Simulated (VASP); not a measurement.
# GaN (P6_3mc) in VASP: single point with PBE

Aim: the single point of GaN with PBE.

Everything below comes from runs of VASP 6.6.1. Logs are shortened: lines on timing, memory, paths and dates and some standing lists are left out, and cuts for length are marked.

**1. The cell of the first run**

Symmetry: P6_3mc, No. 186, hexagonal system. Conventional cell: a = 3.167 Å, b = 3.167 Å, c = 10.506 Å, α = 90.00°, β = 90.00°, γ = 120.00°. Within 2.6 Å of Ga (site symmetry 3m) lie 4 N at 1.96 to 1.99 Å. Within 2.7 Å of Ga (site symmetry 3m) lie 6 N at 1.94 to 2.63 Å. N (site symmetry 3m) has 6 Ga at 1.96 to 2.63 Å within 2.7 Å. Within 2.6 Å of N (site symmetry 3m) lie 4 Ga at 1.94 to 1.99 Å.

**2. Single point, PBE**

Input file INCAR:

```
SYSTEM = GaN
ALGO = Normal
EDIFF = 1E-6
ENCUT = 520
GGA = PE
ISIF = 2
ISMEAR = 0
LASPH = .True.
LCHARG = .False.
LREAL = Auto
LWAVE = .False.
NBANDS = 86
NELM = 100
PREC = Accurate
SIGMA = 0.05
```

Input file KPOINTS:

```
k-points
0
Gamma
  8 6 4
  0 0 0
```

Input file POSCAR:

```
GaN
1.0
    3.1667383386      0.0000000000      0.0000000000
    0.0000000000      5.4849516967      0.0000000000
    0.0000000000      0.0000000000     10.5056694184
Ga N
8 8
Direct
    0.5000000000      0.5000000000      0.2834932207
    0.0000000000      0.0000000000      0.2834932207
    0.0000000000      0.3333333333      0.5311971386
    0.5000000000      0.8333333333      0.5311971386
    0.5000000000      0.1666666667      0.0311971386
    1.0000000000      0.6666666667      0.0311971386
    0.0000000000      0.0000000000      0.7834932207
    0.5000000000      0.5000000000      0.7834932207
    0.0000000000      0.3333333333      0.8514527462
    0.5000000000      0.8333333333      0.8514527462
    0.5000000000      0.5000000000      0.5938568945
    0.0000000000      0.0000000000      0.5938568945
    0.5000000000      0.1666666667      0.3514527462
    1.0000000000      0.6666666667      0.3514527462
    0.0000000000      0.0000000000      0.0938568945
    0.5000000000      0.5000000000      0.0938568945
```

Potentials or basis: VASP PAW PBE potentials, release 64 (Ga_d, N).

Started as:

```bash
$ cat potpaw_PBE.64/Ga_d/POTCAR potpaw_PBE.64/N/POTCAR > POTCAR
$ mpirun -np 1 vasp_std > vasp.out
```

OUTCAR:

```text
SYSTEM = GaN
   EDIFF = 1E-6
   ENCUT = 520
   GGA = PE
   ISIF = 2
   ISMEAR = 0
   LASPH = .True.
   LREAL = Auto
   NELM = 100
   PREC = Accurate

 ion  position               nearest neighbor table
   1  0.500  0.500  0.283-  13 1.96  14 1.96  14 1.96  16 1.99
   2  0.000  0.000  0.283-  14 1.96  13 1.96  13 1.96  15 1.99
   3  0.000  0.333  0.531-  12 1.94  11 1.94  11 1.94
   4  0.500  0.833  0.531-  11 1.94  12 1.94  12 1.94
   5  0.500  0.167  0.031-  16 1.94  15 1.94  15 1.94
   6  0.000  0.667  0.031-  15 1.94  16 1.94  16 1.94
   7  0.000  0.000  0.783-   9 1.96  10 1.96  10 1.96  12 1.99
   8  0.500  0.500  0.783-  10 1.96   9 1.96   9 1.96  11 1.99
   9  0.000  0.333  0.851-   7 1.96   8 1.96   8 1.96
  10  0.500  0.833  0.851-   8 1.96   7 1.96   7 1.96
  11  0.500  0.500  0.594-   4 1.94   3 1.94   3 1.94   8 1.99
  12  0.000  0.000  0.594-   3 1.94   4 1.94   4 1.94   7 1.99
  13  0.500  0.167  0.351-   1 1.96   2 1.96   2 1.96
  14  0.000  0.667  0.351-   2 1.96   1 1.96   1 1.96
  15  0.000  0.000  0.094-   6 1.94   5 1.94   5 1.94   2 1.99
  16  0.500  0.500  0.094-   5 1.94   6 1.94   6 1.94   1 1.99

  LATTYP: Found a simple orthorhombic cell.
 ALAT       =     3.1667383386
 B/A-ratio  =     1.7320508076
 C/A-ratio  =     3.3175047304

  Lattice vectors:

 A1 = (   3.1667383386,   0.0000000000,   0.0000000000)
 A2 = (   0.0000000000,   5.4849516967,   0.0000000000)
 A3 = (   0.0000000000,   0.0000000000,  10.5056694184)

Analysis of symmetry for initial positions (statically):
=====================================================================
 Subroutine PRICEL returns following result:

  LATTYP: Found a hexagonal cell.
 ALAT       =     3.1667383386
 C/A-ratio  =     3.3175047304

  Lattice vectors:

 A1 = (  -3.1667383386,  -0.0000000000,   0.0000000000)
 A2 = (   1.5833691693,  -2.7424758483,   0.0000000000)
 A3 = (   0.0000000000,   0.0000000000,  10.5056694184)

   2 primitive cells build up your supercell.

 Routine SETGRP: Setting up the symmetry group for a
 simple orthorhombic supercell.

 Subroutine GETGRP returns: Found  4 space group operations
 (whereof  2 operations were pure point group operations)
 out of a pool of  8 trial point group operations.

The static configuration has the point symmetry C_1h.
 The point group associated with its full space group is C_2v.

Analysis of symmetry for dynamics (positions and initial velocities):
[... 141 lines left out ...]
   ISIF   =      2    stress and relaxation
   ISYM   =      2    0-nonsym 1-usesym 2-fastsym
   POTIM  = 0.5000    time-step for ionic-motion
   TEBEG  =    0.0;   TEEND  =   0.0 temperature during run
   PSTRESS=    0.0 pullay stress
   NELECT =     144.0000    total number of electrons
   NUPDOWN=      -1.0000    fix difference up-down
   EMIN   =  10.00;   EMAX   =-10.00  energy-range for DOS
   EFERMI =   0.00;   METHOD = LEGACY
   ISMEAR =     0;   SIGMA  =   0.05  broadening in eV -4-tet -1-fermi 0-gaus
   EFERMI_NEDOS =   21; number of points for ismear=-14 and -15
   IALGO  =     38    algorithm
   IMIX   =      4    mixing-type and parameters
     AMIX     =   0.40;   BMIX     =  1.00
     AMIX_MAG =   1.60;   BMIX_MAG =  1.00
  volume/ion in A,a.u.               =      11.40        76.96
  Fermi-wavevector in a.u.,A,eV,Ry     =   1.512839  2.858851 31.139413  2.288682
  Thomas-Fermi vector in A             =   2.622710
   LORBIT       =      0    0 simple, 1 ext, 2 COOP (PROOUT), +10 PAW based schemes
   GGA     = PE    functional components
   LHFCALC =     F    Hartree Fock is set to
   AEXX    =    0.0000 exact exchange contribution
   IVDW    =     0    specifies the selected vdW correction
   LEPSILON=     F    determine dielectric tensor
   LRPA    =     F    only Hartree local field effects (RPA)
 non-spin polarized calculation
 Gauss-broadening in eV      SIGMA  =   0.05
  energy-cutoff  :      520.00
  volume of cell :      182.48
 maximum number of plane-waves:      4936
 NGX is ok and might be reduce to    24
   NGX = 11   NGY = 21   NGZ = 39

 number of electron     143.9999916 magnetization

 Free energy of the ion-electron system (eV)
  ---------------------------------------------------
  ext. energy  EPLUGINS =         0.00000000
  ---------------------------------------------------
  free energy    TOTEN  =       -92.86513326 eV

  energy without entropy =      -92.86513326  energy(sigma->0) =      -92.86513326

 E-fermi :   5.8385     XC(G=0): -11.7994

 val. band max:        5.6116227935   @ k =   0.0000   0.0000   0.0000
 cond. band min:       6.6457192815   @ k =   0.0000   0.0000   0.0000
 fundamental gap:      1.0340964879
 Fermi energy:         5.8385214500

 k-point     1 :       0.0000    0.0000    0.0000
  band No.  band energies     occupation
      1     -10.5516      2.00000
      2     -10.1961      2.00000
      3      -9.7962      2.00000
      4      -9.7782      2.00000
      5      -9.5769      2.00000
      6      -9.3856      2.00000
[... 2077 lines left out ...]
     83      12.8613      0.00000
     84      13.1640      0.00000

 [... further k-points ...]

 [bands above 84 left out]

------------------------ aborting loop because EDIFF is reached ----------------------------------------

  FORCE on cell =-STRESS in cart. coord.  units (eV):
  Direction    XX          YY          ZZ          XY          YZ          ZX
  --------------------------------------------------------------------------------------
  -------------------------------------------------------------------------------------
  Total        0.1581675      0.1417986     -0.0012004      0.0000000      0.0000000      0.0000000
  in kB        1.3887338      1.2450130     -0.0105394      0.0000000      0.0000000      0.0000000
  external PRESSURE =       0.8744025 kB  Pullay stress =       0.0000000 kB

 VOLUME and BASIS-vectors are now :
 -----------------------------------------------------------------------------
  energy-cutoff  :      520.00
  volume of cell :      182.48
      direct lattice vectors                 reciprocal lattice vectors
     3.166738339  0.000000000  0.000000000     0.315782327  0.000000000  0.000000000
     0.000000000  5.484951697  0.000000000     0.000000000  0.182317011  0.000000000
     0.000000000  0.000000000 10.505669418     0.000000000  0.000000000  0.095186700

 POSITION                                       TOTAL-FORCE (eV/Angst)
 -----------------------------------------------------------------------------------
      1.58337      2.74248      2.97829         0.000000     -0.000559     -0.007876
      0.00000      0.00000      2.97829         0.000000     -0.000559     -0.007876
      0.00000      1.82832      5.58058         0.000000      0.000538      0.003480
      1.58337      4.57079      5.58058        -0.000000      0.000538      0.003480
      1.58337      0.91416      0.32775        -0.000000     -0.000538      0.003480
      0.00000      3.65663      0.32775        -0.000000     -0.000538      0.003480
[... 8 lines left out ...]
      0.00000      0.00000      0.98603         0.000000      0.000190     -0.004067
      1.58337      2.74248      0.98603         0.000000      0.000190     -0.004067
 -----------------------------------------------------------------------------------
    total drift:                                0.000000      0.000000     -0.006502

  FREE ENERGIE OF THE ION-ELECTRON SYSTEM (eV)
  ---------------------------------------------------
  free  energy   TOTEN  =       -92.8651332587 eV

  energy  without entropy=      -92.8651332587  energy(sigma->0) =      -92.86513326
```

Wall time 48 min (1 thread of Oxide Virtual Turin-like, shared host); peak memory 0.62 GiB.

What came out:

| Quantity | Value |
| --- | --- |
| Free energy | -92.8651 eV |
| Pressure | 0.1 GPa |
| Largest force | 0.008 eV/Å |
| Band gap on the k mesh | 1.03 eV |

Forces in eV/Å, atoms in the order of the input:
```
Ga   0.000 -0.001 -0.008
Ga   0.000 -0.001 -0.008
Ga   0.000  0.001  0.003
Ga   0.000  0.001  0.003
Ga   0.000 -0.001  0.003
Ga   0.000 -0.001  0.003
Ga   0.000  0.001 -0.008
Ga   0.000  0.001 -0.008
N    0.000  0.000  0.008
N    0.000  0.000  0.008
N    0.000  0.000 -0.004
N    0.000  0.000 -0.004
N    0.000  0.000  0.008
N    0.000  0.000  0.008
N    0.000  0.000 -0.004
N    0.000  0.000 -0.004
```

Stress tensor (GPa, compression positive):
```
0.14 0.00 0.00
0.00 0.12 0.00
0.00 0.00 0.00
```

Levels at points of the mesh, in eV from the valence-band top:
```csv
k point,band 70,band 71,band 72,band 73,band 74,band 75
"(0.00, 0.00, 0.00)",-0.31,-0.31,0.00,1.03,2.06,2.68
"(0.50, 0.00, 0.00)",-1.16,-1.11,-1.11,3.24,3.24,3.87
"(0.00, 0.50, 0.00)",-0.68,-0.41,-0.41,3.33,3.33,3.79
"(0.50, 0.50, 0.00)",-1.15,-0.84,-0.84,2.06,2.06,2.68
"(0.00, 0.00, 0.50)",-0.32,-0.32,-0.32,2.49,2.49,2.69
"(0.50, 0.00, 0.50)",-0.94,-0.94,-0.94,3.57,3.57,3.57
"(0.00, 0.50, 0.50)",-0.88,-0.88,-0.88,3.53,3.53,3.53
"(0.50, 0.50, 0.50)",-1.42,-1.42,-1.42,2.69,2.69,2.69
```
